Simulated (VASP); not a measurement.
Set up this calculation in VASP 6.6.1, as the native input.

- Task: single point
- Functional: LDA
- Potentials or basis: VASP PAW LDA potentials, release 64 (Mo_sv)
- Cutoff: 520 eV
- k mesh: 22 × 22 × 22
- Occupations: gaussian, width 0.15 eV
- Spin: no spin polarisation
- Dipole correction: no
- Further INCAR settings: ALGO = Fast; EDIFF = 1e-06; NBANDS = 13

The structure of Mo lies in POSCAR:

```
Mo
1.0
   -1.5710000000      1.5710000000      1.6888250000
    1.5710000000     -1.5710000000      1.6888250000
    1.5710000000      1.5710000000     -1.6888250000
Mo
1
Direct
    0.0000000000      0.0000000000      0.0000000000
```

This cell differs from its parent crystal: strain +0.0750 x Voigt [0, 0, 1, 0, 0, 0].

These files were run (other wordings do the same):

INCAR

```
SYSTEM = Mo
PREC = Accurate
ENCUT = 520
EDIFF = 1E-6
ISMEAR = 0
SIGMA = 0.15
LREAL = .False.
LASPH = .True.
NELM = 100
ALGO = Fast
ISIF = 2
LWAVE = .False.
LCHARG = .False.
NBANDS = 13
```

KPOINTS

```
Automatic mesh
0
Gamma
  22 22 22
  0 0 0
```

Potentials or basis: VASP PAW LDA potentials, release 64 (Mo_sv).

Command:

```bash
$ cat potpaw_LDA.64/Mo_sv/POTCAR > POTCAR
$ mpirun -np 1 vasp_std > vasp.out
```

It gave:

```yaml
Pressure: -22.6 GPa
Band_gap_on_the_k_mesh: zero (bands 7 and 8 overlap by 4.44 eV)
```

Caveat: the cell differs from its parent crystal (strain +0.0750 x Voigt [0, 0, 1, 0, 0, 0]); the stress differs along the axes, from -34 to -17 GPa.

Wall time 71 s on 1 thread of Intel(R) Xeon(R) Platinum 8488C (Sapphire Rapids) (shared host), peak memory 0.26 GiB.
